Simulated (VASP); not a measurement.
# NaH (P3_221) in VASP: relaxation of cell and atoms with PBEsol

Aim: the relaxation of cell and atoms of NaH with PBEsol.

Program: VASP 6.6.1. These are calculated values, not measurements. Logs are shortened: lines on timing, memory, paths and dates and some standing lists are left out, and cuts for length are marked.

## 1. The cell of the first run

It takes space group P3_221 (No. 154, trigonal). The conventional cell has a = 3.498 Å, b = 3.498 Å, c = 7.694 Å, α = 90.00°, β = 90.00°, γ = 120.00°. Na (site symmetry 2) has 2 H at 1.89 Å within 2.5 Å. H (site symmetry 2) has 2 Na at 1.89 Å within 2.5 Å.

## 2. Relaxation of cell and atoms, PBEsol

File INCAR:

```
ALGO     = Normal         # electronic algorithm
EDIFF    = 1E-6           # SCF threshold, eV
EDIFFG   = -0.01          # ionic threshold
ENCUT    = 600            # plane-wave cutoff, eV
GGA      = PS             # functional
IBRION   = 2              # ionic algorithm
ISIF     = 3              # what is computed and relaxed
ISMEAR   = -1             # smearing method
LASPH    = T              # aspherical terms in the spheres
LCHARG   = F              # write CHGCAR
LREAL    = F              # projectors in reciprocal space
LWAVE    = F              # write WAVECAR
NELM     = 100            # most SCF steps
NSW      = 100            # ionic steps
PREC     = Accurate       # precision mode
SIGMA    = 0.03           # smearing width, eV
```

File KPOINTS:

```
k-points
0
Gamma
  9 9 4
```

File POSCAR:

```
NaH
1.0
    3.4981818100      0.0000000000      0.0000000000
   -1.7490909000      3.0295143100      0.0000000000
    0.0000000000      0.0000000000      7.6944470400
Na H
3 3
Direct
    0.2415500000      0.0000000000      0.6666666700
    0.7584500000      0.7584500000      0.0000000000
    0.0000000000      0.2415500000      0.3333333300
    0.5434880000      0.0000000000      0.1666666700
    0.4565120000      0.4565120000      0.5000000000
    0.0000000000      0.5434880000      0.8333333300
```

Potentials or basis: VASP PAW PBE potentials, release 64 (Na_pv, H).

Started as:

```sh
cat potpaw_PBE.64/Na_pv/POTCAR potpaw_PBE.64/H/POTCAR > POTCAR
mpirun -np 1 vasp_std > vasp.out
```

OUTCAR:

```text
EDIFF = 1E-6
   EDIFFG = -0.01
   ENCUT = 600
   GGA = PS
   IBRION = 2
   ISIF = 3
   ISMEAR = -1
   LASPH = T
   LREAL = F
   NELM = 100
   NSW = 100
   PREC = Accurate

 ion  position               nearest neighbor table
   1  0.242  0.000  0.667-
   2  0.758  0.758  0.000-
   3  0.000  0.242  0.333-
   4  0.543  0.000  0.167-
   5  0.457  0.457  0.500-
   6  0.000  0.543  0.833-

  LATTYP: Found a hexagonal cell.
 ALAT       =     3.4981818100
 C/A-ratio  =     2.1995560717

  Lattice vectors:

 A1 = (   3.4981818100,   0.0000000000,   0.0000000000)
 A2 = (  -1.7490909000,   3.0295143100,   0.0000000000)
 A3 = (   0.0000000000,   0.0000000000,   7.6944470400)

Analysis of symmetry for initial positions (statically):
=====================================================================
 Subroutine PRICEL returns:
 Original cell was already a primitive cell.

 Routine SETGRP: Setting up the symmetry group for a
 hexagonal supercell.

 Subroutine GETGRP returns: Found  6 space group operations
 (whereof  2 operations were pure point group operations)
 out of a pool of 24 trial point group operations.

The static configuration has the point symmetry C_2 .
 The point group associated with its full space group is D_3 .

Analysis of symmetry for dynamics (positions and initial velocities):
=====================================================================
 Subroutine PRICEL returns:
 Original cell was already a primitive cell.

 Routine SETGRP: Setting up the symmetry group for a
 hexagonal supercell.

 Subroutine GETGRP returns: Found  6 space group operations
 (whereof  2 operations were pure point group operations)
 out of a pool of 24 trial point group operations.

The dynamic configuration has the point symmetry C_2 .
 The point group associated with its full space group is D_3 .

 Subroutine INISYM returns: Found  6 space group operations
 (whereof  2 operations are pure point group operations),
 and found     1 'primitive' translations

----------------------------------------------------------------------------------------

                                     Primitive cell

  volume of cell :      81.5441

  direct lattice vectors                    reciprocal lattice vectors
     3.498181810  0.000000000  0.000000000     0.285862787  0.165042957  0.000000000
    -1.749090900  3.029514310  0.000000000     0.000000000  0.330085914  0.000000000
     0.000000000  0.000000000  7.694447040     0.000000000  0.000000000  0.129963855

  length of vectors
     3.498181810  3.498181804  7.694447040     0.330085913  0.330085914  0.129963855

[... 107 lines left out ...]
     AMIX     =   0.40;   BMIX     =  1.00
     AMIX_MAG =   1.60;   BMIX_MAG =  1.00
  volume/ion in A,a.u.               =      13.59        91.71
  Fermi-wavevector in a.u.,A,eV,Ry     =   1.088966  2.057847 16.134427  1.185847
  Thomas-Fermi vector in A             =   2.225159
   LORBIT       =      0    0 simple, 1 ext, 2 COOP (PROOUT), +10 PAW based schemes
   GGA     = PS    functional components
   LHFCALC =     F    Hartree Fock is set to
   AEXX    =    0.0000 exact exchange contribution
   IVDW    =     0    specifies the selected vdW correction
   LEPSILON=     F    determine dielectric tensor
   LRPA    =     F    only Hartree local field effects (RPA)
 conjugate gradient relaxation of ions
 non-spin polarized calculation
  energy-cutoff  :      600.00
  volume of cell :       81.54
 maximum number of plane-waves:      2736
   NGX = 13   NGY = 13   NGZ = 31

--------------------------------------- Ionic step        1  -------------------------------------------

 number of electron      23.9999998 magnetization

 Free energy of the ion-electron system (eV)
  ---------------------------------------------------
  ext. energy  EPLUGINS =         0.00000000
  ---------------------------------------------------
  free energy    TOTEN  =       -13.89817847 eV

  energy without entropy =      -13.89817847  energy(sigma->0) =      -13.89817847

------------------------ aborting loop because EDIFF is reached ----------------------------------------

  FORCE on cell =-STRESS in cart. coord.  units (eV):
  Direction    XX          YY          ZZ          XY          YZ          ZX
  --------------------------------------------------------------------------------------
  -------------------------------------------------------------------------------------
  Total        1.4937889      1.4937889      6.7838068      0.0000000      0.0000000     -0.0000000
  in kB       29.3499267     29.3499266    133.2880618      0.0000000      0.0000000     -0.0000000
  external PRESSURE =      63.9959717 kB  Pullay stress =       0.0000000 kB
[... 101 lines left out ...]
  FREE ENERGIE OF THE ION-ELECTRON SYSTEM (eV)
  ---------------------------------------------------
  free  energy   TOTEN  =       -14.6956034781 eV

  energy  without entropy=      -14.6956034781  energy(sigma->0) =      -14.69560348

 E-fermi :   0.0869     XC(G=0):  -8.3017

 val. band max:       -0.5469279644   @ k =   0.3333   0.3333   0.0000
 cond. band min:       2.2491617952   @ k =   0.0000   0.0000   0.5000
 fundamental gap:      2.7960897596
 Fermi energy:         0.0869077624

 k-point     1 :       0.0000    0.0000    0.0000
  band No.  band energies     occupation
      1     -22.6348      2.00000
      2     -22.6348      2.00000
      3     -22.5943      2.00000
      4     -22.5884      2.00000
      5     -22.5883      2.00000
      6     -22.5652      2.00000
[... 435 lines left out ...]
      5     -22.6138      2.00000
      6     -22.6017      2.00000
[... 8 lines left out ...]
     15       6.6324      0.00000
     16       6.9801      0.00000

 [... further k-points ...]

[... ionic steps 4 to 17 ...]

--------------------------------------- Ionic step       18  -------------------------------------------

 number of electron      24.0000006 magnetization

------------------------ aborting loop because EDIFF is reached ----------------------------------------
[... 75 lines left out ...]
--------------------------------------- Ionic step       20  -------------------------------------------

 number of electron      24.0000005 magnetization

 Free energy of the ion-electron system (eV)
  ---------------------------------------------------
  ext. energy  EPLUGINS =         0.00000000
  ---------------------------------------------------
  free energy    TOTEN  =       -15.25832023 eV

  energy without entropy =      -15.25832023  energy(sigma->0) =      -15.25832023

 E-fermi :  -0.4177     XC(G=0):  -7.9712

 val. band max:       -1.0552401910   @ k =   0.2222   0.2222   0.5000
 cond. band min:       2.5739405780   @ k =   0.0000   0.0000   0.5000
 fundamental gap:      3.6291807690
 Fermi energy:        -0.4177131271

 k-point     1 :       0.0000    0.0000    0.0000
  band No.  band energies     occupation
      1     -23.0550      2.00000
      2     -23.0550      2.00000
      3     -22.9865      2.00000
      4     -22.9860      2.00000
      5     -22.9860      2.00000
      6     -22.9855      2.00000
[... 480 lines left out ...]
  FREE ENERGIE OF THE ION-ELECTRON SYSTEM (eV)
  ---------------------------------------------------
  free  energy   TOTEN  =       -15.2583202305 eV

  energy  without entropy=      -15.2583202305  energy(sigma->0) =      -15.25832023

 reached required accuracy - stopping structural energy minimisation
```

OSZICAR:

```text
N       E                     dE             d eps       ncg     rms          rms(c)
DAV:   1     0.188205272382E+03    0.18821E+03   -0.14310E+04  1376   0.182E+03
DAV:   2    -0.418369973229E+01   -0.19239E+03   -0.19054E+03  1376   0.424E+02
DAV:   3    -0.153206398098E+02   -0.11137E+02   -0.11133E+02  1784   0.118E+02
DAV:   4    -0.154374315706E+02   -0.11679E+00   -0.11679E+00  1552   0.137E+01
[... 166 lines left out ...]
DAV:   1    -0.152604526142E+02   -0.25985E-02   -0.23126E-01  1376   0.627E+00    0.357E-01
DAV:   2    -0.152589921840E+02    0.14604E-02   -0.50767E-03  1824   0.113E+00    0.189E-01
DAV:   3    -0.152583498996E+02    0.64228E-03   -0.12020E-03  1456   0.604E-01    0.208E-02
DAV:   4    -0.152583204816E+02    0.29418E-04   -0.96102E-05  1656   0.174E-01    0.470E-03
DAV:   5    -0.152583202305E+02    0.25107E-06   -0.28519E-06  1224   0.247E-02
  20 F= -.15258320E+02 E0= -.15258320E+02  d E =-.466005E-03
```

Run time: 5.1 min. Hardware: 1 thread of Intel Xeon 6975P-C (Granite Rapids), shared host; peak memory 0.24 GiB.

Results:

```yaml
Free_energy: -15.2583 eV
Relaxed_volume: 13.78 Å³/atom
Relaxed_cell: a = 3.388 Å, b = 3.388 Å, c = 8.313 Å, α = 90.00°, β = 90.00°, γ = 120.00°
Space_group_after_relaxing_to_0.1_Å: Fm-3m (No. 225)
Energy_gained_by_relaxing: 226.7 meV/atom
Ionic_steps: 20
Pressure_after_relaxing: 0.0 GPa
Largest_force_after_relaxing: 0.003 eV/Å
Band_gap_on_the_k_mesh: 3.63 eV (least direct gap 3.97 eV)
```

Forces on the atoms (eV/Å):
```
Na   0.002  0.000  0.000
Na  -0.001 -0.002  0.000
Na  -0.001  0.002  0.000
H   -0.003  0.000  0.000
H    0.002  0.003  0.000
H    0.002 -0.003  0.000
```

The path:
| step | energy change (eV) | largest force (eV/Å) | pressure (GPa) | volume (Å³) |
| --- | --- | --- | --- | --- |
| 1 | 0.0000 | 1.2622 | 6.40 | 81.54 |
| 2 | -0.4972 | 0.8379 | 2.63 | 88.07 |
| 3 | -0.7974 | 0.4543 | -0.76 | 97.45 |
| 4 | -0.8225 | 0.3663 | -1.51 | 100.61 |
| 5 | -0.8242 | 0.3445 | -1.71 | 101.49 |
| 6 | -0.8893 | 0.3542 | -1.55 | 98.67 |
| 7 | -1.0422 | 0.3617 | -0.74 | 90.46 |
| 8 | -1.0155 | 0.2525 | 3.10 | 75.18 |
| 9 | -1.0926 | 0.3444 | 0.61 | 83.28 |
| 10 | -1.1714 | 0.2748 | 0.76 | 81.99 |
| 11 | -1.2778 | 0.1972 | 1.73 | 78.17 |
| 12 | -1.3236 | 0.1556 | 0.08 | 82.83 |
| 13 | -1.3269 | 0.1420 | -0.41 | 84.48 |
| 14 | -1.3397 | 0.1098 | -0.30 | 84.02 |
| 15 | -1.3570 | 0.0315 | -0.05 | 82.93 |
| 16 | -1.3585 | 0.0336 | 0.05 | 82.48 |
| 17 | -1.3585 | 0.0326 | -0.01 | 82.52 |
| 18 | -1.3594 | 0.0227 | 0.03 | 82.40 |
| 19 | -1.3597 | 0.0145 | 0.06 | 82.30 |
| 20 | -1.3601 | 0.0031 | -0.03 | 82.66 |

Final structure:
```xyz
6
Lattice="3.3883 0.0000 0.0000 -1.6941 2.9343 0.0000 0.0000 0.0000 8.3135" Properties=species:S:1:pos:R:3 pbc="T T T"
Na    1.1249    0.0000    5.5423
Na    1.1317    1.9602    0.0000
Na    2.8258    0.9742    2.7712
H    -0.5603    2.9343    1.3856
H     1.1272    1.9524    4.1567
H    -0.5669    0.9819    6.9279
```

Caveat: the PAW data sets were made with another functional, which shifts forces and pressure a little.
